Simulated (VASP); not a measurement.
# Ge3Se2 (R-3c) in VASP: single point with PBE

Aim: the single point of Ge3Se2 with PBE.

Everything below comes from runs of VASP 6.6.1. Logs are shortened: lines on timing, memory, paths and dates and some standing lists are left out, and cuts for length are marked.

## (1) The cell of the first run

The structure is trigonal, space group R-3c (No. 167). The conventional cell has a = 7.511 Å, b = 7.511 Å, c = 17.919 Å, α = 90.00°, β = 90.00°, γ = 120.00°. Within 3.4 Å of Ge (site symmetry 2) lie 4 Se at 2.61 to 3.12 Å and 2 Ge at 3.11 Å. Within 3.4 Å of Se (site symmetry 3) lie 6 Ge at 2.61 to 3.12 Å.

## (2) Single point, PBE

INCAR reads:

```
SYSTEM = Ge3Se2
  PREC = Accurate
  ENCUT = 520
  EDIFF = 1E-7
  ISMEAR = 0
  SIGMA = 0.1
  LREAL = .FALSE.
  LASPH = .TRUE.
  NELM = 60
  ALGO = Normal
  ISIF = 2
  LWAVE = .FALSE.
  LCHARG = .FALSE.
  GGA = PE
  NBANDS = 65
```

KPOINTS reads:

```
regular mesh
0
G
  3 3 3
  0 0 0
```

POSCAR reads:

```
Ge3Se2
1.0
    3.7553182421      2.1681339979      5.9729724073
   -3.7553182421      2.1681339979      5.9729724073
    0.0000000000     -4.3362679959      5.9729724072
Ge Se
6 4
Direct
   -0.0107071057      0.5107071057      0.7500000000
    0.7500000000     -0.0107071057      0.5107071057
    0.5107071057      0.7500000000     -0.0107071057
    1.0107071057      0.4892928943      0.2500000000
    0.2500000000      1.0107071057      0.4892928943
    0.4892928943      0.2500000000      1.0107071057
    0.8555141264      0.8555141264      0.8555141264
    0.6444858736      0.6444858736      0.6444858736
    0.1444858736      0.1444858736      0.1444858736
    0.3555141264      0.3555141264      0.3555141264
```

Potentials or basis: VASP PAW PBE potentials, release 64 (Ge_d, Se).

Run with:

```console
$ cat potpaw_PBE.64/Ge_d/POTCAR potpaw_PBE.64/Se/POTCAR > POTCAR
$ mpirun -np 1 vasp_std > vasp.out
```

OUTCAR:

```text
SYSTEM = Ge3Se2
   PREC = Accurate
   ENCUT = 520
   EDIFF = 1E-7
   ISMEAR = 0
   LREAL = .FALSE.
   LASPH = .TRUE.
   NELM = 60
   ISIF = 2
   GGA = PE

 ion  position               nearest neighbor table
   1  0.989  0.511  0.750-   7 2.61   8 2.61
   2  0.750  0.989  0.511-   7 2.61   8 2.61
   3  0.511  0.750  0.989-   8 2.61   7 2.61
   4  0.011  0.489  0.250-   9 2.61  10 2.61
   5  0.250  0.011  0.489-   9 2.61  10 2.61
   6  0.489  0.250  0.011-  10 2.61   9 2.61
   7  0.856  0.856  0.856-   2 2.61   3 2.61   1 2.61
   8  0.644  0.644  0.644-   3 2.61   2 2.61   1 2.61
   9  0.144  0.144  0.144-   5 2.61   6 2.61   4 2.61
  10  0.356  0.356  0.356-   6 2.61   5 2.61   4 2.61

  LATTYP: Found a trigonal (rhomboedric) cell.
 ALAT       =     7.3810310601
 COS(alpha) =     0.4822865789

  Lattice vectors:

 A1 = (   3.7553182421,   2.1681339979,   5.9729724073)
 A2 = (  -3.7553182421,   2.1681339979,   5.9729724073)
 A3 = (   0.0000000000,  -4.3362679959,   5.9729724072)

Analysis of symmetry for initial positions (statically):
=====================================================================
 Subroutine PRICEL returns:
 Original cell was already a primitive cell.

 Routine SETGRP: Setting up the symmetry group for a
 trigonal (rhombohedral) supercell.

 Subroutine GETGRP returns: Found 12 space group operations
 (whereof  6 operations were pure point group operations)
 out of a pool of 12 trial point group operations.

The static configuration has the point symmetry S_6 .
 The point group associated with its full space group is D_3d.

Analysis of symmetry for dynamics (positions and initial velocities):
=====================================================================
 Subroutine PRICEL returns:
 Original cell was already a primitive cell.

 Routine SETGRP: Setting up the symmetry group for a
 trigonal (rhombohedral) supercell.

 Subroutine GETGRP returns: Found 12 space group operations
 (whereof  6 operations were pure point group operations)
 out of a pool of 12 trial point group operations.

The dynamic configuration has the point symmetry S_6 .
 The point group associated with its full space group is D_3d.

 Subroutine INISYM returns: Found 12 space group operations
[... 96 lines left out ...]
   EDIFFG = 0.1E-05   stopping-criterion for IOM
   NSW    =      0    number of steps for IOM
   IBRION =     -1    ionic relax: 0-MD 1-quasi-New 2-CG
   NFREE  =      0    steps in history (QN), initial steepest desc. (CG)
   ISIF   =      2    stress and relaxation
   ISYM   =      2    0-nonsym 1-usesym 2-fastsym
   POTIM  = 0.5000    time-step for ionic-motion
   TEBEG  =    0.0;   TEEND  =   0.0 temperature during run
   PSTRESS=    0.0 pullay stress
   NELECT =     108.0000    total number of electrons
   NUPDOWN=      -1.0000    fix difference up-down
   EMIN   =  10.00;   EMAX   =-10.00  energy-range for DOS
   EFERMI =   0.00;   METHOD = LEGACY
   ISMEAR =     0;   SIGMA  =   0.10  broadening in eV -4-tet -1-fermi 0-gaus
   EFERMI_NEDOS =   21; number of points for ismear=-14 and -15
   IALGO  =     38    algorithm
   IMIX   =      4    mixing-type and parameters
     AMIX     =   0.40;   BMIX     =  1.00
     AMIX_MAG =   1.60;   BMIX_MAG =  1.00
  volume/ion in A,a.u.               =      29.18       196.91
  Fermi-wavevector in a.u.,A,eV,Ry     =   1.175415  2.221212 18.797813  1.381600
  Thomas-Fermi vector in A             =   2.311796
   LORBIT       =      0    0 simple, 1 ext, 2 COOP (PROOUT), +10 PAW based schemes
   GGA     = PE    functional components
   LHFCALC =     F    Hartree Fock is set to
   AEXX    =    0.0000 exact exchange contribution
   IVDW    =     0    specifies the selected vdW correction
   LEPSILON=     F    determine dielectric tensor
   LRPA    =     F    only Hartree local field effects (RPA)
 non-spin polarized calculation
 Gauss-broadening in eV      SIGMA  =   0.10
  energy-cutoff  :      520.00
  volume of cell :      291.79
 maximum number of plane-waves:      7868
   NGX = 27   NGY = 27   NGZ = 27

 number of electron     108.0000035 magnetization

 Free energy of the ion-electron system (eV)
  ---------------------------------------------------
  ext. energy  EPLUGINS =         0.00000000
  ---------------------------------------------------
  free energy    TOTEN  =       -38.83129232 eV

  energy without entropy =      -38.81027960  energy(sigma->0) =      -38.82078596

 E-fermi :   3.2386     XC(G=0):  -8.6742

 val. band max:        3.1942264587   @ k =   0.3333   0.3333   0.3333
 cond. band min:       3.2417769148   @ k =  -0.3333   0.3333   0.3333
 fundamental gap:      0.0475504561
 Fermi energy:         3.2385885638

 k-point     1 :       0.0000    0.0000    0.0000
  band No.  band energies     occupation
      1     -21.9473      2.00000
      2     -21.9400      2.00000
      3     -21.9362      2.00000
      4     -21.9320      2.00000
      5     -21.9244      2.00000
      6     -21.9244      2.00000
[... 397 lines left out ...]
     64       6.0464      0.00000
     65       6.1753      0.00000

------------------------ aborting loop because EDIFF is reached ----------------------------------------

  FORCE on cell =-STRESS in cart. coord.  units (eV):
  Direction    XX          YY          ZZ          XY          YZ          ZX
  --------------------------------------------------------------------------------------
  -------------------------------------------------------------------------------------
  Total        0.2546114      0.2546114      0.1977980      0.0000000      0.0000000      0.0000000
  in kB        1.3980214      1.3980214      1.0860701      0.0000000      0.0000000      0.0000000
  external PRESSURE =       1.2940377 kB  Pullay stress =       0.0000000 kB

 VOLUME and BASIS-vectors are now :
 -----------------------------------------------------------------------------
  energy-cutoff  :      520.00
  volume of cell :      291.79
      direct lattice vectors                 reciprocal lattice vectors
     3.755318242  2.168133998  5.972972407     0.133144508  0.076871018  0.055806943
    -3.755318242  2.168133998  5.972972407    -0.133144508  0.076871018  0.055806943
     0.000000000 -4.336267996  5.972972407     0.000000000 -0.153742035  0.055806943

 POSITION                                       TOTAL-FORCE (eV/Angst)
 -----------------------------------------------------------------------------------
      1.79724     -0.00000     13.43919         0.041085     -0.000000      0.000000
     -0.89862      1.55646     13.43919        -0.020543      0.035581      0.000000
     -0.89862     -1.55646     13.43919        -0.020543     -0.035581     -0.000000
     -1.79724     -0.00000      4.47973        -0.041085      0.000000     -0.000000
      0.89862     -1.55646      4.47973         0.020543     -0.035581     -0.000000
      0.89862      1.55646      4.47973         0.020543      0.035581      0.000000
      0.00000     -0.00000     15.32989         0.000000     -0.000000      0.043472
      0.00000     -0.00000     11.54849         0.000000      0.000000     -0.043472
      0.00000     -0.00000      2.58903         0.000000      0.000000     -0.043472
      0.00000     -0.00000      6.37043         0.000000     -0.000000      0.043472
 -----------------------------------------------------------------------------------
    total drift:                                0.000000      0.000000      0.000000

  FREE ENERGIE OF THE ION-ELECTRON SYSTEM (eV)
  ---------------------------------------------------
  free  energy   TOTEN  =       -38.8312923216 eV

  energy  without entropy=      -38.8102795965  energy(sigma->0) =      -38.82078596
```

OSZICAR:

```text
N       E                     dE             d eps       ncg     rms          rms(c)
DAV:   1     0.136631053961E+04    0.13663E+04   -0.48798E+04  1022   0.343E+03
DAV:   2     0.241626921222E+03   -0.11247E+04   -0.10813E+04   780   0.107E+03
DAV:   3    -0.123391878380E+02   -0.25397E+03   -0.24621E+03   866   0.249E+02
DAV:   4    -0.379862712770E+02   -0.25647E+02   -0.25046E+02   912   0.832E+01
DAV:   5    -0.390438877712E+02   -0.10576E+01   -0.10511E+01   936   0.176E+01    0.787E+00
DAV:   6    -0.388442377327E+02    0.19965E+00   -0.70929E-01  1047   0.404E+00    0.461E+00
DAV:   7    -0.388326356771E+02    0.11602E-01   -0.28236E-01  1064   0.161E+00    0.901E-01
DAV:   8    -0.388307230333E+02    0.19126E-02   -0.53707E-02  1015   0.113E+00    0.249E-01
DAV:   9    -0.388308202644E+02   -0.97231E-04   -0.67148E-03   944   0.404E-01    0.117E-01
DAV:  10    -0.388312056730E+02   -0.38541E-03   -0.85723E-04   951   0.124E-01    0.243E-02
DAV:  11    -0.388312823793E+02   -0.76706E-04   -0.15133E-04  1040   0.488E-02    0.155E-02
DAV:  12    -0.388312855270E+02   -0.31478E-05   -0.13921E-05   920   0.161E-02    0.691E-03
DAV:  13    -0.388312917262E+02   -0.61992E-05   -0.11153E-05   744   0.108E-02    0.240E-03
DAV:  14    -0.388312923254E+02   -0.59922E-06   -0.84690E-07   791   0.582E-03    0.125E-03
DAV:  15    -0.388312923216E+02    0.38563E-08   -0.25170E-07   664   0.194E-03
   1 F= -.38831292E+02 E0= -.38820786E+02  d E =-.210127E-01
```

Wall time 1.8 min (1 thread of Intel Xeon 6975P-C (Granite Rapids), shared host); peak memory 0.46 GiB.

What came out:

| Item | Value |
| --- | --- |
| Free energy | -38.8313 eV |
| Pressure | 0.1 GPa |
| Largest force | 0.043 eV/Å |
| Band gap on the k mesh | zero (band 54 reaches 3.34 eV, above the bottom of band 55 at 3.24 eV) |

Forces in eV/Å, atoms in the order of the input:
```
Ge   0.041  0.000  0.000
Ge  -0.021  0.036  0.000
Ge  -0.021 -0.036  0.000
Ge  -0.041  0.000  0.000
Ge   0.021 -0.036  0.000
Ge   0.021  0.036  0.000
Se   0.000  0.000  0.043
Se   0.000  0.000 -0.043
Se   0.000  0.000 -0.043
Se   0.000  0.000  0.043
```

Levels at points of the mesh, in eV from the Fermi level:
```
           k point  band 50  band 51  band 52  band 53  band 54  band 55  band 56  band 57  band 58  band 59
(0.00, 0.00, 0.00)    -1.76    -1.42    -1.42     0.10     0.10     0.80     0.95     0.95     1.31     1.31
```
